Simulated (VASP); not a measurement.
# Lu4ZrO (Cmmm) in VASP: further runs

The runs below take Lu4ZrO through single point, relaxation of cell and atoms, with PBE.

Everything below comes from runs of VASP 6.6.1. Logs are shortened: lines on timing, memory, paths and dates and some standing lists are left out, and cuts for length are marked.

## 1. The cell of the first run

Symmetry: Cmmm, No. 65, orthorhombic system. The conventional cell has a = 5.638 Å, b = 9.492 Å, c = 4.458 Å, α = 90.00°, β = 90.00°, γ = 90.00°. Within 3.6 Å of Lu (site symmetry m2m) lie 2 O at 2.73 Å and 7 Lu at 2.75 to 3.24 Å and 3 Zr at 3.17 to 3.23 Å. Within 3.6 Å of Lu (site symmetry 2/m) lie 6 Lu at 2.75 to 2.82 Å and 2 O at 2.76 Å and 4 Zr at 3.55 Å. Zr (site symmetry mmm) has 14 Lu at 3.17 to 3.55 Å and 4 O at 3.59 Å within 4.2 Å. Within 3.6 Å of O (site symmetry mmm) lie 8 Lu at 2.73 to 2.76 Å and 4 Zr at 3.59 Å.

The cell was generated, and may not be a known phase.

## 2. Single point, PBE

File INCAR:

```
SYSTEM = Lu4ZrO
ALGO     = Normal         ! electronic algorithm
EDIFF    = 1E-7           ! SCF threshold, eV
ENCUT    = 520            ! plane-wave cutoff, eV
GGA      = PE             ! functional
ISIF     = 2              ! what is computed and relaxed
ISMEAR   = 0              ! smearing method
LASPH    = .True.         ! aspherical terms in the spheres
LCHARG   = .True.         ! write CHGCAR
LELF     = .True.         ! ELF
LREAL    = .False.        ! projectors in reciprocal space
LVHAR    = .True.       
LWAVE    = .False.        ! write WAVECAR
NBANDS   = 68             ! bands
NELM     = 60             ! most SCF steps
PREC     = Accurate       ! precision mode
SIGMA    = 0.1            ! smearing width, eV
```

File KPOINTS:

```
k-points
0
Gamma
  4 4 4
  0 0 0
```

File POSCAR:

```
Lu4ZrO
1.0
    2.8190465700     -4.7458062600      0.0000000000
    2.8190465700      4.7458062600      0.0000000000
    0.0000000000      0.0000000000      4.4580706400
Lu Zr O
4 1 1
Direct
    0.1663979200      0.8336020800      0.0000000000
    0.8336020800      0.1663979200      0.0000000000
    0.0000000000      0.5000000000      0.5000000000
    0.5000000000      0.0000000000      0.5000000000
    0.5000000000      0.5000000000      0.0000000000
    0.0000000000      0.0000000000      0.5000000000
```

Potentials or basis: VASP PAW PBE potentials, release 64 (Lu, Zr_sv, O).

Launch:

```
$ cat potpaw_PBE.64/Lu/POTCAR potpaw_PBE.64/Zr_sv/POTCAR potpaw_PBE.64/O/POTCAR > POTCAR
$ mpirun -np 1 vasp_std > vasp.out
```

OUTCAR:

```text
SYSTEM = Lu4ZrO
   EDIFF = 1E-7
   ENCUT = 520
   GGA = PE
   ISIF = 2
   ISMEAR = 0
   LASPH = .True.
   LREAL = .False.
   NELM = 60
   PREC = Accurate

 ion  position               nearest neighbor table
   1  0.166  0.834  0.000-   6 2.73   6 2.73   3 2.75   3 2.75   4 2.75   4 2.75   2 3.16   5 3.17
                             5 3.23   5 3.23   2 3.24   2 3.24
   2  0.834  0.166  0.000-   6 2.73   6 2.73   3 2.75   3 2.75   4 2.75   4 2.75   1 3.16   5 3.17
                             5 3.23   5 3.23   1 3.24   1 3.24
   3  0.000  0.500  0.500-   1 2.75   2 2.75   1 2.75   2 2.75   6 2.76   6 2.76   4 2.82   4 2.82
                             5 3.55   5 3.55   5 3.55   5 3.55
   4  0.500  0.000  0.500-   1 2.75   2 2.75   1 2.75   2 2.75   6 2.76   6 2.76   3 2.82   3 2.82
                             5 3.55   5 3.55   5 3.55   5 3.55
   5  0.500  0.500  0.000-   1 3.17   2 3.17   1 3.23   2 3.23   1 3.23   2 3.23   3 3.55   4 3.55
                             3 3.55   4 3.55   4 3.55   4 3.55   3 3.55   3 3.55
   6  0.000  0.000  0.500-   1 2.73   2 2.73   1 2.73   2 2.73   3 2.76   4 2.76   3 2.76   4 2.76

  LATTYP: Found a base centered orthorhombic cell.
 ALAT       =     5.6380931400
 B/A-ratio  =     1.6834791984
 C/A-ratio  =     0.7907053909

  Lattice vectors:

 A1 = (   2.8190465700,  -4.7458062600,   0.0000000000)
 A2 = (   2.8190465700,   4.7458062600,   0.0000000000)
 A3 = (   0.0000000000,   0.0000000000,   4.4580706400)

Analysis of symmetry for initial positions (statically):
=====================================================================
 Subroutine PRICEL returns:
 Original cell was already a primitive cell.

 Routine SETGRP: Setting up the symmetry group for a
 base centered orthorhombic supercell.

 Subroutine GETGRP returns: Found  8 space group operations
 (whereof  8 operations were pure point group operations)
 out of a pool of  8 trial point group operations.

The static configuration has the point symmetry D_2h.

Analysis of symmetry for dynamics (positions and initial velocities):
=====================================================================
 Subroutine PRICEL returns:
 Original cell was already a primitive cell.

 Routine SETGRP: Setting up the symmetry group for a
 base centered orthorhombic supercell.

 Subroutine GETGRP returns: Found  8 space group operations
 (whereof  8 operations were pure point group operations)
 out of a pool of  8 trial point group operations.

The dynamic configuration has the point symmetry D_2h.

 Subroutine INISYM returns: Found  8 space group operations
 (whereof  8 operations are pure point group operations),
 and found     1 'primitive' translations

----------------------------------------------------------------------------------------

                                     Primitive cell

  volume of cell :     119.2859

  direct lattice vectors                    reciprocal lattice vectors
     2.819046570 -4.745806260  0.000000000     0.177364931 -0.105356176  0.000000000
     2.819046570  4.745806260  0.000000000     0.177364931  0.105356176  0.000000000
     0.000000000  0.000000000  4.458070640     0.000000000  0.000000000  0.224312282

  length of vectors
     5.519936650  5.519936650  4.458070640     0.206296492  0.206296492  0.224312282

  position of ions in fractional coordinates (direct lattice)
     0.166397920  0.833602080  0.000000000
     0.833602080  0.166397920  0.000000000
     1.000000000  0.500000000  0.500000000
     0.500000000  1.000000000  0.500000000
     0.500000000  0.500000000  0.000000000
     0.000000000  0.000000000  0.500000000

  ion indices of the primitive-cell ions
   primitive index   ion index
                 1           1
                 2           2
                 3           3
                 4           4
                 5           5
                 6           6

----------------------------------------------------------------------------------------

 KPOINTS: k-points

Automatic generation of k-mesh.
 Grid dimensions read from file:
 generate k-points for:    4    4    4

 Generating k-lattice:

  Cartesian coordinates                     Fractional coordinates (reciprocal lattice)
     0.044341233 -0.026339044  0.000000000     0.250000000 -0.000000000  0.000000000
     0.044341233  0.026339044  0.000000000    -0.000000000  0.250000000  0.000000000
     0.000000000  0.000000000  0.056078071     0.000000000  0.000000000  0.250000000

  Length of vectors
     0.051574123  0.051574123  0.056078071

  Shift w.r.t. Gamma in fractional coordinates (k-lattice)
     0.000000000  0.000000000  0.000000000

 Subroutine IBZKPT returns following result:
 ===========================================

 Found     21 irreducible k-points:

 Following reciprocal coordinates:
            Coordinates               Weight
  0.000000  0.000000  0.000000      1.000000
  0.250000 -0.000000  0.000000      4.000000
  0.500000 -0.000000  0.000000      2.000000
  0.250000  0.250000  0.000000      2.000000
  0.500000  0.250000  0.000000      4.000000
 -0.250000  0.250000  0.000000      2.000000
[... 13 lines left out ...]
 -0.250000  0.250000  0.500000      2.000000
  0.500000  0.500000  0.500000      1.000000
   k-points           NKPTS =     21   k-points in BZ     NKDIM =     21   number of bands    NBANDS=     68
   number of dos      NEDOS =    301   number of ions     NIONS =      6
   total plane-waves  NPLWV =  63504
   dimension x,y,z NGX =    42 NGY =   42 NGZ =   36
   dimension x,y,z NGXF=    84 NGYF=   84 NGZF=   72
   ions per type =               4   1   1
   NGX,Y,Z   is equivalent  to a cutoff of  12.65, 12.65, 13.42 a.u.
   NGXF,Y,Z  is equivalent  to a cutoff of  25.30, 25.30, 26.85 a.u.
 SYSTEM =  Lu4ZrO
   PREC   = accura    normal or accurate (medium, high low for compatibility)
   ISTART =      0    job   : 0-new  1-cont  2-samecut
   ICHARG =      2    charge: 1-file 2-atom 10-const
   ISPIN  =      1    spin polarized calculation?
   LNONCOLLINEAR =      F non collinear calculations
   LSORBIT =      F    spin-orbit coupling
   LASPH  =      T    aspherical Exc in radial PAW
   ENCUT  =  520.0 eV  38.22 Ry    6.18 a.u.  10.26 10.26  8.29*2*pi/ulx,y,z
   NELM   =     60;   NELMIN=  2; NELMDL= -5     # of ELM steps
   EDIFF  = 0.1E-06   stopping-criterion for ELM
   LREAL  =      F    real-space projection
   EDIFFG = 0.1E-05   stopping-criterion for IOM
   NSW    =      0    number of steps for IOM
   IBRION =     -1    ionic relax: 0-MD 1-quasi-New 2-CG
   NFREE  =      0    steps in history (QN), initial steepest desc. (CG)
   ISIF   =      2    stress and relaxation
   ISYM   =      2    0-nonsym 1-usesym 2-fastsym
   POTIM  = 0.5000    time-step for ionic-motion
   TEBEG  =    0.0;   TEEND  =   0.0 temperature during run
   PSTRESS=    0.0 pullay stress
   NELECT =     118.0000    total number of electrons
   NUPDOWN=      -1.0000    fix difference up-down
   EMIN   =  10.00;   EMAX   =-10.00  energy-range for DOS
   EFERMI =   0.00;   METHOD = LEGACY
   ISMEAR =     0;   SIGMA  =   0.10  broadening in eV -4-tet -1-fermi 0-gaus
   EFERMI_NEDOS =   21; number of points for ismear=-14 and -15
   IALGO  =     38    algorithm
   IMIX   =      4    mixing-type and parameters
     AMIX     =   0.40;   BMIX     =  1.00
     AMIX_MAG =   1.60;   BMIX_MAG =  1.00
  volume/ion in A,a.u.               =      19.88       134.16
  Fermi-wavevector in a.u.,A,eV,Ry     =   1.631195  3.082511 36.202324  2.660796
  Thomas-Fermi vector in A             =   2.723371
   LORBIT       =      0    0 simple, 1 ext, 2 COOP (PROOUT), +10 PAW based schemes
   GGA     = PE    functional components
   LHFCALC =     F    Hartree Fock is set to
   AEXX    =    0.0000 exact exchange contribution
   IVDW    =     0    specifies the selected vdW correction
   LEPSILON=     F    determine dielectric tensor
   LRPA    =     F    only Hartree local field effects (RPA)
 non-spin polarized calculation
 Gauss-broadening in eV      SIGMA  =   0.10
  energy-cutoff  :      520.00
  volume of cell :      119.29
 maximum number of plane-waves:      3236
 NGX is ok and might be reduce to    42
   NGX = 21   NGY = 21   NGZ = 17

 number of electron     117.9999993 magnetization

 Free energy of the ion-electron system (eV)
  ---------------------------------------------------
  ext. energy  EPLUGINS =         0.00000000
  ---------------------------------------------------
  free energy    TOTEN  =       -28.18057298 eV

  energy without entropy =      -28.13642440  energy(sigma->0) =      -28.15849869

 E-fermi :   4.4310     XC(G=0): -11.7465

 val. band max:        4.4167760816   @ k =   0.2500  -0.0000   0.0000
 cond. band min:       4.4371171544   @ k =   0.5000   0.2500   0.0000
 fundamental gap:      0.0203410728
 Fermi energy:         4.4309911426

 k-point     1 :       0.0000    0.0000    0.0000
  band No.  band energies     occupation
      1     -51.5804      2.00000
      2     -51.3420      2.00000
      3     -51.3034      2.00000
      4     -51.2311      2.00000
      5     -44.5683      2.00000
      6     -23.4767      2.00000
[... 60 lines left out ...]
     67       7.2914      0.00000
     68       7.3273      0.00000

 k-point     2 :       0.2500   -0.0000    0.0000
  band No.  band energies     occupation
      1     -51.5548      2.00000
      2     -51.4031      2.00000
      3     -51.2673      2.00000
      4     -51.2321      2.00000
      5     -44.5685      2.00000
      6     -23.3802      2.00000
[... 60 lines left out ...]
     67       6.9382      0.00000
     68       7.6187      0.00000

 k-point     3 :       0.5000   -0.0000    0.0000
  band No.  band energies     occupation
      1     -51.4902      2.00000
      2     -51.4848      2.00000
      3     -51.2467      2.00000
      4     -51.2358      2.00000
      5     -44.5687      2.00000
      6     -23.1151      2.00000
[... 1267 lines left out ...]
     67       6.8325      0.00000
     68       7.3660      0.00000

 k-point    21 :       0.5000    0.5000    0.5000
  band No.  band energies     occupation
      1     -51.4700      2.00000
      2     -51.3416      2.00000
      3     -51.3291      2.00000
      4     -51.3192      2.00000
      5     -44.5683      2.00000
      6     -23.7078      2.00000
[... 60 lines left out ...]
     67       7.2405      0.00000
     68       8.0973      0.00000

------------------------ aborting loop because EDIFF is reached ----------------------------------------

  FORCE on cell =-STRESS in cart. coord.  units (eV):
  Direction    XX          YY          ZZ          XY          YZ          ZX
  --------------------------------------------------------------------------------------
  -------------------------------------------------------------------------------------
  Total       21.1095340     -4.7611911     21.9209980      0.0000000      0.0000000      0.0000000
  in kB      283.5306626    -63.9494767    294.4297620      0.0000000      0.0000000      0.0000000
  external PRESSURE =     171.3369826 kB  Pullay stress =       0.0000000 kB

 VOLUME and BASIS-vectors are now :
 -----------------------------------------------------------------------------
  energy-cutoff  :      520.00
  volume of cell :      119.29
      direct lattice vectors                 reciprocal lattice vectors
     2.819046570 -4.745806260  0.000000000     0.177364931 -0.105356176  0.000000000
     2.819046570  4.745806260  0.000000000     0.177364931  0.105356176  0.000000000
     0.000000000  0.000000000  4.458070640     0.000000000  0.000000000  0.224312282

 POSITION                                       TOTAL-FORCE (eV/Angst)
 -----------------------------------------------------------------------------------
      2.81905      3.16642      0.00000         0.000000      2.035162     -0.000000
      2.81905     -3.16642      0.00000         0.000000     -2.035162      0.000000
      1.40952      2.37290      2.22904         0.000000      0.000000      0.000000
      1.40952     -2.37290      2.22904        -0.000000      0.000000      0.000000
      2.81905      0.00000      0.00000        -0.000000     -0.000000      0.000000
      0.00000      0.00000      2.22904         0.000000     -0.000000      0.000000
 -----------------------------------------------------------------------------------
    total drift:                                0.000000     -0.000000     -0.000000

  FREE ENERGIE OF THE ION-ELECTRON SYSTEM (eV)
  ---------------------------------------------------
  free  energy   TOTEN  =       -28.1805729807 eV

  energy  without entropy=      -28.1364243979  energy(sigma->0) =      -28.15849869
```

Run time: 3.4 min. Hardware: 1 thread of AMD EPYC 9R45 (Zen 5), shared host; peak memory 0.3 GiB.

What came out:

* Free energy: -28.1806 eV
* Pressure: 17.1 GPa
* Largest force: 2.035 eV/Å
* Band gap on the k mesh: zero (bands 59 and 60 overlap by 0.40 eV)

Forces in eV/Å, atoms in the order of the input:
```
Lu   0.000  2.035  0.000
Lu   0.000 -2.035  0.000
Lu   0.000  0.000  0.000
Lu   0.000  0.000  0.000
Zr   0.000  0.000  0.000
O    0.000  0.000  0.000
```

Stress tensor (GPa, compression positive):
```
28.35  0.00  0.00
 0.00 -6.39  0.00
 0.00  0.00 29.44
```

Caveat: the stress differs along the axes, from -6 to 29 GPa; spin-orbit coupling is left out, which moves the levels of the heavy elements; forces of over 1 eV/Å act on the atoms, so gaps and moduli don't describe the material at rest.

(Continued in part 2 of 2.)

The gap in the log of VASP goes by the Fermi energy; the results here count the filled bands.